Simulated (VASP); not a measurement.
# CdS (P6_3mc) in VASP: a series of runs, part 2 of 2

VASP 6.6.1.

### Step 3. Single point, PBE

This run uses another cell than the first one, of 26.05 Å³/atom, 1.020 times its volume.

Contents of INCAR:

```
SYSTEM = CdS
PREC     = Accurate       ! precision mode
ENCUT    = 520            ! plane-wave cutoff, eV
EDIFF    = 1E-7           ! SCF threshold, eV
ISMEAR   = 0              ! smearing method
SIGMA    = 0.02           ! smearing width, eV
LREAL    = .FALSE.        ! projectors in reciprocal space
LASPH    = .TRUE.         ! aspherical terms in the spheres
NELM     = 80             ! most SCF steps
ALGO     = Normal         ! electronic algorithm
ISIF     = 2              ! what is computed and relaxed
LWAVE    = .FALSE.        ! write WAVECAR
LCHARG   = .FALSE.        ! write CHGCAR
GGA      = PE             ! functional
NBANDS   = 26             ! bands
```

Contents of KPOINTS:

```
Automatic mesh
0
G
  9 9 4
  0 0 0
```

Contents of POSCAR:

```
CdS
1.0
    4.1969733348      0.0000000000      0.0000000000
   -2.0984866674      3.6346855269      0.0000000000
    0.0000000000      0.0000000000      6.8314511215
Cd S
2 2
Direct
    0.6666666667      0.3333333333      0.5002641355
    0.3333333333      0.6666666667      0.0002641355
    0.6666666667      0.3333333333      0.8767358645
    0.3333333333      0.6666666667      0.3767358645
```

Potentials or basis: VASP PAW PBE potentials, release 64 (Cd, S).

Command:

```
$ cat potpaw_PBE.64/Cd/POTCAR potpaw_PBE.64/S/POTCAR > POTCAR
$ mpirun -np 1 vasp_std > vasp.out
```

OUTCAR:

```text
SYSTEM = CdS
   PREC = Accurate
   ENCUT = 520
   EDIFF = 1E-7
   ISMEAR = 0
   LREAL = .FALSE.
   LASPH = .TRUE.
   NELM = 80
   ISIF = 2
   GGA = PE

 ion  position               nearest neighbor table
   1  0.667  0.333  0.500-   4 2.57   4 2.57   4 2.57   3 2.57
   2  0.333  0.667  0.000-   3 2.57   3 2.57   3 2.57   4 2.57
   3  0.667  0.333  0.877-   2 2.57   2 2.57   2 2.57   1 2.57
   4  0.333  0.667  0.377-   1 2.57   1 2.57   1 2.57   2 2.57

  LATTYP: Found a hexagonal cell.
 ALAT       =     4.1969733348
 C/A-ratio  =     1.6277089647

  Lattice vectors:

 A1 = (   4.1969733348,   0.0000000000,   0.0000000000)
 A2 = (  -2.0984866674,   3.6346855269,   0.0000000000)
 A3 = (   0.0000000000,   0.0000000000,   6.8314511215)

Analysis of symmetry for initial positions (statically):
=====================================================================
 Subroutine PRICEL returns:
 Original cell was already a primitive cell.

 Routine SETGRP: Setting up the symmetry group for a
 hexagonal supercell.

 Subroutine GETGRP returns: Found 12 space group operations
 (whereof  6 operations were pure point group operations)
 out of a pool of 24 trial point group operations.

The static configuration has the point symmetry C_3v.
 The point group associated with its full space group is C_6v.

Analysis of symmetry for dynamics (positions and initial velocities):
=====================================================================
 Subroutine PRICEL returns:
 Original cell was already a primitive cell.

 Routine SETGRP: Setting up the symmetry group for a
 hexagonal supercell.

 Subroutine GETGRP returns: Found 12 space group operations
 (whereof  6 operations were pure point group operations)
 out of a pool of 24 trial point group operations.

The dynamic configuration has the point symmetry C_3v.
 The point group associated with its full space group is C_6v.

 Subroutine INISYM returns: Found 12 space group operations
 (whereof  6 operations are pure point group operations),
 and found     1 'primitive' translations

----------------------------------------------------------------------------------------

                                     Primitive cell

  volume of cell :     104.2116

  direct lattice vectors                    reciprocal lattice vectors
     4.196973335  0.000000000  0.000000000     0.238266941  0.137563483  0.000000000
    -2.098486667  3.634685527  0.000000000     0.000000000  0.275126966  0.000000000
     0.000000000  0.000000000  6.831451121     0.000000000  0.000000000  0.146381784

  length of vectors
     4.196973335  4.196973335  6.831451121     0.275126966  0.275126966  0.146381784

  position of ions in fractional coordinates (direct lattice)
     0.666666667  0.333333333  0.500264135
     0.333333333  0.666666667  0.000264135
     0.666666667  0.333333333  0.876735864
     0.333333333  0.666666667  0.376735864

  ion indices of the primitive-cell ions
   primitive index   ion index
                 1           1
                 2           2
                 3           3
                 4           4

----------------------------------------------------------------------------------------

 KPOINTS: Automatic mesh

Automatic generation of k-mesh.
 Grid dimensions read from file:
 generate k-points for:    9    9    4

 Generating k-lattice:

  Cartesian coordinates                     Fractional coordinates (reciprocal lattice)
     0.026474105  0.015284831  0.000000000     0.111111111 -0.000000000  0.000000000
     0.000000000  0.030569663  0.000000000     0.000000000  0.111111111  0.000000000
     0.000000000  0.000000000  0.036595446     0.000000000  0.000000000  0.250000000

  Length of vectors
     0.030569663  0.030569663  0.036595446

  Shift w.r.t. Gamma in fractional coordinates (k-lattice)
     0.000000000  0.000000000  0.000000000

 Subroutine IBZKPT returns following result:
 ===========================================

 Found     36 irreducible k-points:

 Following reciprocal coordinates:
            Coordinates               Weight
  0.000000  0.000000  0.000000      1.000000
  0.111111  0.000000  0.000000      6.000000
  0.222222  0.000000  0.000000      6.000000
  0.333333  0.000000  0.000000      6.000000
  0.444444  0.000000  0.000000      6.000000
  0.111111  0.111111  0.000000      6.000000
[... 16 lines left out ...]
  0.333333  0.222222  0.250000     24.000000
  0.333333  0.333333  0.250000      4.000000
 [... further k-points ...]
   k-points           NKPTS =     36   k-points in BZ     NKDIM =     36   number of bands    NBANDS=     26
   number of dos      NEDOS =    301   number of ions     NIONS =      4
   total plane-waves  NPLWV =  55296
   dimension x,y,z NGX =    32 NGY =   32 NGZ =   54
   dimension x,y,z NGXF=    64 NGYF=   64 NGZF=  108
   ions per type =               2   2
   NGX,Y,Z   is equivalent  to a cutoff of  12.68, 12.68, 13.14 a.u.
   NGXF,Y,Z  is equivalent  to a cutoff of  25.35, 25.35, 26.28 a.u.
 SYSTEM =  CdS
   PREC   = accura    normal or accurate (medium, high low for compatibility)
   ISTART =      0    job   : 0-new  1-cont  2-samecut
   ICHARG =      2    charge: 1-file 2-atom 10-const
   ISPIN  =      1    spin polarized calculation?
   LNONCOLLINEAR =      F non collinear calculations
   LSORBIT =      F    spin-orbit coupling
   LASPH  =      T    aspherical Exc in radial PAW
   ENCUT  =  520.0 eV  38.22 Ry    6.18 a.u.   7.80  7.80 12.70*2*pi/ulx,y,z
   NELM   =     80;   NELMIN=  2; NELMDL= -5     # of ELM steps
   EDIFF  = 0.1E-06   stopping-criterion for ELM
   LREAL  =      F    real-space projection
   EDIFFG = 0.1E-05   stopping-criterion for IOM
   NSW    =      0    number of steps for IOM
   IBRION =     -1    ionic relax: 0-MD 1-quasi-New 2-CG
   NFREE  =      0    steps in history (QN), initial steepest desc. (CG)
   ISIF   =      2    stress and relaxation
   ISYM   =      2    0-nonsym 1-usesym 2-fastsym
   POTIM  = 0.5000    time-step for ionic-motion
   TEBEG  =    0.0;   TEEND  =   0.0 temperature during run
   PSTRESS=    0.0 pullay stress
   NELECT =      36.0000    total number of electrons
   NUPDOWN=      -1.0000    fix difference up-down
   EMIN   =  10.00;   EMAX   =-10.00  energy-range for DOS
   EFERMI =   0.00;   METHOD = LEGACY
   ISMEAR =     0;   SIGMA  =   0.02  broadening in eV -4-tet -1-fermi 0-gaus
   EFERMI_NEDOS =   21; number of points for ismear=-14 and -15
   IALGO  =     38    algorithm
   IMIX   =      4    mixing-type and parameters
     AMIX     =   0.40;   BMIX     =  1.00
     AMIX_MAG =   1.60;   BMIX_MAG =  1.00
  volume/ion in A,a.u.               =      26.05       175.81
  Fermi-wavevector in a.u.,A,eV,Ry     =   1.148692  2.170713 17.952802  1.319494
  Thomas-Fermi vector in A             =   2.285366
   LORBIT       =      0    0 simple, 1 ext, 2 COOP (PROOUT), +10 PAW based schemes
   GGA     = PE    functional components
   LHFCALC =     F    Hartree Fock is set to
   AEXX    =    0.0000 exact exchange contribution
   IVDW    =     0    specifies the selected vdW correction
   LEPSILON=     F    determine dielectric tensor
   LRPA    =     F    only Hartree local field effects (RPA)
 non-spin polarized calculation
 Gauss-broadening in eV      SIGMA  =   0.02
  energy-cutoff  :      520.00
  volume of cell :      104.21
 maximum number of plane-waves:      2838
 NGX is ok and might be reduce to    32
   NGX = 15   NGY = 15   NGZ = 25

 number of electron      36.0000000 magnetization

 Free energy of the ion-electron system (eV)
  ---------------------------------------------------
  ext. energy  EPLUGINS =         0.00000000
  ---------------------------------------------------
  free energy    TOTEN  =       -12.29961788 eV

  energy without entropy =      -12.29961788  energy(sigma->0) =      -12.29961788

 E-fermi :   1.0037     XC(G=0):  -8.9165

 val. band max:        0.9066817473   @ k =   0.0000   0.0000   0.0000
 cond. band min:       2.0181665981   @ k =   0.0000   0.0000   0.0000
 fundamental gap:      1.1114848508
 Fermi energy:         1.0037355821

 k-point     1 :       0.0000    0.0000    0.0000
  band No.  band energies     occupation
      1     -11.1786      2.00000
      2     -10.7916      2.00000
      3      -6.6399      2.00000
      4      -6.6339      2.00000
      5      -6.6339      2.00000
      6      -6.5596      2.00000
[... 685 lines left out ...]
     25      10.1618      0.00000
     26      10.2004      0.00000

 [... further k-points ...]

------------------------ aborting loop because EDIFF is reached ----------------------------------------

  FORCE on cell =-STRESS in cart. coord.  units (eV):
  Direction    XX          YY          ZZ          XY          YZ          ZX
  --------------------------------------------------------------------------------------
  -------------------------------------------------------------------------------------
  Total        0.1678702      0.1678702      0.1665700      0.0000000      0.0000000      0.0000000
  in kB        2.5808826      2.5808826      2.5608930      0.0000000      0.0000000      0.0000000
  external PRESSURE =       2.5742194 kB  Pullay stress =       0.0000000 kB

 VOLUME and BASIS-vectors are now :
 -----------------------------------------------------------------------------
  energy-cutoff  :      520.00
  volume of cell :      104.21
      direct lattice vectors                 reciprocal lattice vectors
     4.196973335  0.000000000  0.000000000     0.238266941  0.137563483  0.000000000
    -2.098486667  3.634685527  0.000000000     0.000000000  0.275126966  0.000000000
     0.000000000  0.000000000  6.831451121     0.000000000  0.000000000  0.146381784

 POSITION                                       TOTAL-FORCE (eV/Angst)
 -----------------------------------------------------------------------------------
      2.09849      1.21156      3.41753        -0.000000     -0.000000     -0.000904
     -0.00000      2.42312      0.00180        -0.000000      0.000000     -0.000904
      2.09849      1.21156      5.98938        -0.000000      0.000000      0.000904
     -0.00000      2.42312      2.57365         0.000000     -0.000000      0.000904
 -----------------------------------------------------------------------------------
    total drift:                               -0.000000     -0.000000     -0.000255

  FREE ENERGIE OF THE ION-ELECTRON SYSTEM (eV)
  ---------------------------------------------------
  free  energy   TOTEN  =       -12.2996178760 eV

  energy  without entropy=      -12.2996178760  energy(sigma->0) =      -12.29961788
```

Wall time 96 s (1 thread of Intel Xeon Platinum 8488C (Sapphire Rapids), shared host); peak memory 0.26 GiB.

What came out:

```yaml
Free_energy: -12.2996 eV
Pressure: 0.3 GPa
Band_gap_on_the_k_mesh: 1.11 eV, direct
```

Levels at points of the mesh, in eV from the valence-band top:
| k point | band 14 | band 15 | band 16 | band 17 | band 18 | band 19 | band 20 | band 21 | band 22 | band 23 |
| --- | --- | --- | --- | --- | --- | --- | --- | --- | --- | --- |
| (0.00, 0.00, 0.00) | -0.69 | -0.69 | -0.04 | 0.00 | 0.00 | 1.11 | 2.74 | 6.48 | 6.48 | 6.78 |
| (0.00, 0.00, 0.50) | -2.36 | -0.36 | -0.36 | -0.36 | -0.36 | 2.76 | 2.76 | 6.14 | 6.14 | 6.83 |

As with any semilocal functional, this PBE gap is likely too small.

### Step 4. Single point, PBE

This run uses another cell than the first one, of 26.56 Å³/atom, 1.039 times its volume.

Contents of INCAR:

```
SYSTEM = CdS
PREC = Accurate
ENCUT = 520
EDIFF = 1E-6
ISMEAR = 0
SIGMA = 0.02
LREAL = .False.
LASPH = .True.
NELM = 80
ALGO = Normal
ISIF = 2
LWAVE = .False.
LCHARG = .False.
GGA = PE
NBANDS = 26
```

Contents of KPOINTS:

```
Automatic mesh
0
Gamma
  9 9 4
  0 0 0
```

Contents of POSCAR:

```
CdS
1.0
    4.2241545001      0.0000000000      0.0000000000
   -2.1120772500      3.6582251066      0.0000000000
    0.0000000000      0.0000000000      6.8747677495
Cd S
2 2
Direct
    0.6666666667      0.3333333333      0.5002207130
    0.3333333333      0.6666666667      0.0002207130
    0.6666666667      0.3333333333      0.8767792870
    0.3333333333      0.6666666667      0.3767792870
```

Command:

```
$ cat potpaw_PBE.64/Cd/POTCAR potpaw_PBE.64/S/POTCAR > POTCAR
$ mpirun -np 1 vasp_std > vasp.out
```

Run time: 77 s. Hardware: 1 thread of Intel Xeon Platinum 8488C (Sapphire Rapids), shared host; peak memory 0.26 GiB.

Results (log left out):

```
Free energy            : -12.2967 eV
Pressure               : -0.7 GPa
Band gap on the k mesh : 1.07 eV, direct
```

Levels at points of the mesh, in eV from the valence-band top:
```tsv
k point	band 16	band 17	band 18	band 19	band 20	band 21
(0.00, 0.00, 0.00)	-0.04	0.00	0.00	1.07	2.71	6.48
(0.00, 0.00, 0.50)	-0.35	-0.35	-0.35	2.71	2.71	6.11
```

### Step 5. Relaxation of cell and atoms, PBE, target pressure 50 GPa, at which the enthalpy is minimised

This run uses another cell than the first one, of 18.41 Å³/atom, 0.721 times its volume.

Contents of INCAR:

```
PREC     = Accurate       # precision mode
ENCUT    = 600            # plane-wave cutoff, eV
EDIFF    = 1E-6           # SCF threshold, eV
ISMEAR   = 0              # smearing method
SIGMA    = 0.02           # smearing width, eV
LREAL    = False          # projectors in reciprocal space
LASPH    = True           # aspherical terms in the spheres
NELM     = 60             # most SCF steps
ALGO     = Normal         # electronic algorithm
ISIF     = 3              # what is computed and relaxed
LWAVE    = False          # write WAVECAR
LCHARG   = False          # write CHGCAR
GGA      = PE             # functional
IBRION   = 2              # ionic algorithm
NSW      = 70             # ionic steps
EDIFFG   = -0.008         # ionic threshold
PSTRESS  = 500.0
```

Contents of KPOINTS:

```
regular mesh
0
Gamma
  9 9 4
```

Contents of POSCAR:

```
CdS
1.0
    3.6415131368      0.0000000000      0.0000000000
   -1.8207565684      3.1536428847      0.0000000000
    0.0000000000      0.0000000000      6.4140768496
Cd S
2 2
Direct
    0.6666666667      0.3333333333      0.5117528118
    0.3333333333      0.6666666667      0.0117528118
    0.6666666667      0.3333333333      0.8652471882
    0.3333333333      0.6666666667      0.3652471882
```

Command:

```
$ cat potpaw_PBE.64/Cd/POTCAR potpaw_PBE.64/S/POTCAR > POTCAR
$ mpirun -np 1 vasp_std > vasp.out
```

It took 17 min on 1 thread of Intel Xeon Platinum 8488C (Sapphire Rapids), shared host; peak memory 0.25 GiB.

It converged, with:

```
Free energy                                            : -7.7646 eV
Relaxed volume                                         : 16.75 Å³/atom
Relaxed cell                                           : a = 3.297 Å, b = 3.297 Å, c = 7.121 Å, α = 90.00°, β = 90.00°, γ = 120.00°
Space group after relaxing (to 0.05 Å)                 : P6_3mc (No. 186)
Energy change on relaxing (the enthalpy is what falls) : +415.1 meV/atom
Ionic steps                                            : 28
Pressure after relaxing                                : 50.0 GPa
Largest force after relaxing                           : 0.008 eV/Å
Band gap on the k mesh                                 : zero (filled and empty bands touch)
```

Forces on the atoms (eV/Å):
```
Cd   0.000  0.000  0.008
Cd   0.000  0.000  0.008
S    0.000  0.000 -0.008
S    0.000  0.000 -0.008
```

Step by step:
| step | energy change (eV) | largest force (eV/Å) | pressure (GPa) | volume (Å³) |
| --- | --- | --- | --- | --- |
| 1 | 0.0000 | 0.1295 | 40.51 | 73.66 |
| 2 | 4.1411 | 0.7180 | 85.85 | 62.63 |
| 3 | 0.8312 | 0.2506 | 49.76 | 70.69 |
| 4 | 0.8698 | 0.2558 | 50.19 | 70.56 |
| 5 | 0.8892 | 0.2833 | 50.16 | 70.43 |
| 6 | 0.9522 | 0.2624 | 49.87 | 69.97 |
| 7 | 1.1562 | 0.3028 | 48.57 | 68.83 |
| 8 | 2.5760 | 3.5262 | 47.28 | 65.78 |
| 9 | 1.2882 | 1.1043 | 47.97 | 68.44 |
| 10 | 1.2965 | 1.0941 | 47.91 | 68.41 |
| 11 | 1.3235 | 1.0686 | 47.67 | 68.29 |
| 12 | 1.3860 | 1.0315 | 47.25 | 68.05 |
| 13 | 1.5460 | 1.0155 | 46.55 | 67.54 |
| 14 | 1.4562 | 1.0253 | 47.02 | 67.82 |
| 15 | 1.4715 | 0.9119 | 47.28 | 67.74 |
| 16 | 1.5236 | 0.5748 | 48.25 | 67.50 |
| 17 | 1.6562 | 0.0923 | 50.39 | 67.03 |
| 18 | 1.6343 | 0.0054 | 50.06 | 67.10 |
| 19 | 1.6318 | 0.0025 | 50.02 | 67.11 |
| 20 | 1.6243 | 0.0058 | 49.88 | 67.14 |
| 21 | 1.6095 | 0.0222 | 49.62 | 67.18 |
| 22 | 1.6183 | 0.0127 | 49.78 | 67.15 |
| 23 | 1.6248 | 0.0158 | 49.79 | 67.13 |
| 24 | 1.6443 | 0.0250 | 50.00 | 67.07 |
| 25 | 1.6495 | 0.0277 | 49.98 | 67.05 |
| 26 | 1.6598 | 0.0325 | 50.10 | 67.02 |
| 27 | 1.6560 | 0.0309 | 50.04 | 67.03 |
| 28 | 1.6603 | 0.0077 | 50.05 | 67.02 |

Final structure:
```
Cd S
1.0
     3.29657    0.00000    0.00000
    -1.64829    2.85491    0.00000
     0.00000    0.00000    7.12102
Cd S
2 2
Direct
  0.66667 0.33333 0.53333
  0.33333 0.66667 0.03333
  0.66667 0.33333 0.84367
  0.33333 0.66667 0.34367
```

Levels at points of the mesh, in eV from the Fermi level:
```
           k point  band 14  band 15  band 16  band 17  band 18  band 19  band 20  band 21  band 22
(0.00, 0.00, 0.00)    -3.13    -0.98    -0.98    -0.14     0.00     0.00     4.99     5.42     6.54
(0.00, 0.00, 0.50)    -6.36    -0.52    -0.52    -0.52    -0.52     3.12     3.12     5.86     5.86
```

Caveat: the cell is relaxed towards a set pressure, so the enthalpy falls and the energy may rise.

### Step 6. Summary

```csv
task,cell,cutoff (eV),gap on the mesh (eV),pressure (GPa)
single point,"a = 4.170, b = 4.170, c = 6.786 Å, angles 90.0, 90.0, 120.0°, 4 atoms",520,1.16,1.4
single point,"a = 4.197, b = 4.197, c = 6.831 Å, angles 90.0, 90.0, 120.0°, 4 atoms",520,1.11,0.3
single point,"a = 4.224, b = 4.224, c = 6.875 Å, angles 90.0, 90.0, 120.0°, 4 atoms",520,1.07,-0.7
relaxation of cell and atoms,"relaxed to 50 GPa from a = 3.642, b = 3.642, c = 6.414 Å, angles 90.0, 90.0, 120.0°, 4 atoms",600,none,50.0
```

Alike in all rows: level PBE; potentials or basis VASP PAW PBE potentials, release 64 (Cd, S); no spin polarisation; k mesh 9 × 9 × 4; smearing gaussian 0.02 eV.

Caveats: the cell is relaxed towards a set pressure, so the enthalpy falls and the energy may rise (some runs).

Total energies depend on the potentials used, so only differences within one code and one set of settings carry meaning.
